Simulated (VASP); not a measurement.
Input of a VASP 6.6.1 run:

POSCAR

```
CdS
1.0
    0.0000000000      2.9392087882      2.9392087882
    2.9392087882      0.0000000000      2.9392087882
    2.9392087882      2.9392087882      0.0000000000
Cd S
1 1
Direct
    0.0000000000      0.0000000000      0.0000000000
    0.2500000000      0.2500000000      0.2500000000
```

Contents of INCAR.step1:

```
  ALGO = Normal
  EDIFF = 1E-5
  ENCUT = 400
  GGA = PE
  GGA_COMPAT = F
  ISIF = 2
  ISMEAR = 0
  LASPH = T
  LCHARG = F
  LREAL = F
  LWAVE = T
  NBANDS = 16
  NELM = 120
  PREC = Accurate
  SIGMA = 0.01
```

The input INCAR.step2:

```
  AEXX = 0.25
  ALGO = Normal
  EDIFF = 1E-6
  ENCUT = 400
  GGA = PE
  GGA_COMPAT = F
  ISIF = 2
  ISMEAR = 0
  ISTART = 1
  LASPH = T
  LCHARG = F
  LHFCALC = T
  LREAL = F
  LWAVE = F
  NBANDS = 16
  NELM = 120
  PREC = Accurate
  PRECFOCK = Normal
  SIGMA = 0.01
```

Contents of KPOINTS:

```
k-points
0
Gamma
  6 6 6
```

Potentials or basis: VASP PAW PBE potentials, release 64 (Cd, S).

Launch:

```console
$ cat potpaw_PBE.64/Cd/POTCAR potpaw_PBE.64/S/POTCAR > POTCAR
$ cp INCAR.step1 INCAR
$ mpirun -np 1 vasp_std > vasp.out
$ cp INCAR.step2 INCAR
$ mpirun -np 1 vasp_std > vasp.out
```

**Question.** Predict the band gap on the k mesh.

**Answer.** 2.77 eV.

**Question.** What does it give for the pressure?

**Answer.** -0.1 GPa.

Caveat: the PAW data sets were made with another functional, which shifts forces and pressure a little.
